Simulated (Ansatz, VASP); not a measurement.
# One calculation of AgCl, two programs

Contents of POSCAR:

```
AgCl
1.0
    0.0000000000      2.7709909694      2.7709909694
    2.7709909694      0.0000000000      2.7709909694
    2.7709909694      2.7709909694      0.0000000000
Ag Cl
1 1
Direct
    0.0000000000      0.0000000000      0.0000000000
    0.5000000000      0.5000000000      0.5000000000
```

Contents of INCAR.step1:

```
SYSTEM = AgCl
  PREC = Accurate
  ENCUT = 520
  ISMEAR = -1
  SIGMA = 0.05
  LREAL = .False.
  LASPH = .True.
  NELM = 100
  NBANDS = 16
  GGA = PE
  ALGO = Normal
  EDIFF = 1E-4
  LWAVE = .True.
  LCHARG = .False.
```

INCAR.step2

```
SYSTEM = AgCl
  PREC = Accurate
  ENCUT = 520
  EDIFF = 1E-6
  ISMEAR = -1
  SIGMA = 0.05
  LREAL = .False.
  LASPH = .True.
  NELM = 100
  ALGO = Normal
  ISIF = 2
  LWAVE = .False.
  LCHARG = .False.
  METAGGA = R2SCAN
  LMIXTAU = .True.
  NBANDS = 16
  ISTART = 1
```

The input KPOINTS:

```
Automatic mesh
0
Gamma
  8 8 8
  0 0 0
```

File input.yaml:

```yaml
crystal:
  lattice:
    - [0.0, 2.7709909694, 2.7709909694]
    - [2.7709909694, 0.0, 2.7709909694]
    - [2.7709909694, 2.7709909694, 0.0]
  atoms:
    - { symbol: Ag, position: [0.0, 0.0, 0.0] }
    - { symbol: Cl, position: [0.5, 0.5, 0.5] }
hamiltonian:
  xc: r2scan
  pseudopotentials: { kind: paw }
kpoints:
  mp_grid: { grid: [8, 8, 8] }
scf:
  occupations: { method: fermi_dirac, width: 0.05 }
output:
  forces: true
  stress: true
  eigenvalues: true
```

Alike in both runs: task single point; functional r2SCAN; k mesh 8 × 8 × 8; occupations fermi-dirac, width 0.05 eV; no spin polarisation.

|  | VASP | Ansatz |
| --- | --- | --- |
| version | VASP 6.6.1 | Ansatz 0.2.0 |
| potentials or method | VASP PAW PBE potentials, release 64 (Ag, Cl) | Ansatz PAW |
| plane-wave cutoff (eV) | 520 | 500 |
| valence electrons in the cell | 18 | 26 |

VASP gave:

```
gap on the k mesh at the Fermi level (eV) : 1.42
least direct gap on the mesh (eV)         : 3.71
pressure (GPa)                            : 0.0
```

Task: Which values does Ansatz return?

Result: gap on the k mesh at the Fermi level (eV): 1.48; least direct gap on the mesh (eV): 3.75; pressure (GPa): 0.1.

VASP's potentials were made for PBE, not for r2SCAN. VASP's potentials hold 18 valence electrons a cell and Ansatz's 26, so a difference there can come from the potentials and not from the codes.
